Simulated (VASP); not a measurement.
K: relaxation of the atoms with PBEsol

The system is K, a slab with vacuum.

```xyz
4
Lattice="4.7624 0.0000 0.0000 -2.3812 4.1244 0.0000 0.0000 0.0000 29.7450" Properties=species:S:1:pos:R:3 pbc="T T T"
K     2.3812    1.3748    9.0000
K     0.0000    2.7496   12.9150
K     2.3812    1.3748   16.8300
K     0.0000    2.7496   20.7450
```

* Program: VASP 6.6.1
* Task: relaxation of the atoms
* Functional: PBEsol
* Potentials or basis: VASP PAW PBE potentials, release 64 (K_sv)
* Cutoff: 520 eV
* k mesh: 6 × 6 × 1
* Occupations: gaussian, width 0.1 eV
* Spin: no spin polarisation
* Dipole correction: yes
* Atoms held fixed (from 0): [0, 1]
* Further INCAR settings: ALGO = Normal; EDIFF = 1e-06; IBRION = 2; EDIFFG = -0.04; NSW = 60

```yaml
Band_gap_on_the_k_mesh: zero (bands 18 and 19 overlap by 2.03 eV)
```

Final structure:
```
K
1.0
     4.76240    0.00000    0.00000
    -2.38120    4.12436    0.00000
     0.00000    0.00000   29.74496
K
4
Direct
  0.66667 0.33333 0.30257
  0.33333 0.66667 0.43419
  0.66667 0.33333 0.56581
  0.33333 0.66667 0.69743
```

Levels at points of the mesh, in eV from the Fermi level:
| k point | band 15 | band 16 | band 17 | band 18 | band 19 | band 20 | band 21 | band 22 |
| --- | --- | --- | --- | --- | --- | --- | --- | --- |
| (0.00, 0.00, 0.00) | -15.46 | -15.46 | -1.93 | -1.64 | -1.04 | -0.31 | 0.60 | 1.23 |
| (0.50, 0.00, 0.00) | -15.47 | -15.46 | 0.28 | 0.38 | 0.56 | 0.58 | 1.07 | 1.12 |

Run time: 2.4 min on 1 thread of Intel(R) Xeon(R) Platinum 8559C (Emerald Rapids), on a shared host, peak memory 0.61 GiB.

Caveat: the relaxation stopped at its first step, so nothing moved.
